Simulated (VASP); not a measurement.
Runs of VASP 6.6.1 on SrFeO4. The structure is that of space group P-6m2 (No. 187), or close to it. The cells are those of the table. 

```csv
task,spin,cell,k mesh,cutoff (eV),gap on the mesh (eV),pressure (GPa),moment (μB),largest force (eV/Å)
relaxation of cell and atoms,"collinear, ferromagnetic start","relaxed from a = 4.753, b = 4.753, c = 3.898 Å, angles 90.0, 90.0, 120.0°, 6 atoms",6 × 6 × 4,600,none,0.1,1.33,0.03
single point,collinear,"a = 5.332, b = 5.332, c = 2.881 Å, angles 90.0, 90.0, 120.0°, 6 atoms",6 × 6 × 6,520,none,0.4,1.63,0.11
single point,"collinear, ferromagnetic start","a = 4.753, b = 4.753, c = 3.898 Å, angles 90.0, 90.0, 120.0°, 6 atoms",6 × 6 × 4,520,none,(b),3.67,(a)
single point,"collinear, ferromagnetic start","a = 5.320, b = 5.320, c = 2.871 Å, angles 90.0, 90.0, 120.0°, 6 atoms",6 × 6 × 4,520,none,0.7,1.33,0.10
```

Alike in all rows: level PBE; potentials or basis VASP PAW PBE potentials, release 64 (Sr_sv, Fe, O); smearing gaussian 0.1 eV.

Task: Estimate the missing entries.

Result: (a) 1.43; (b) -8.7.

Caveats: all runs use coarse meshes; a cell with one magnetic atom can't hold antiferromagnetic order, which such compounds often take; semilocal functionals often make such compounds metallic where correlation or magnetic order opens a gap, which also shifts bond lengths; forces of over 1 eV/Å act on the atoms, so gaps and moduli don't describe the material at rest (some runs).

A k mesh can miss the band edges, and the runs leave out spin-orbit coupling on Sr.

A gap of «none» marks levels without a gap at the run's occupations.
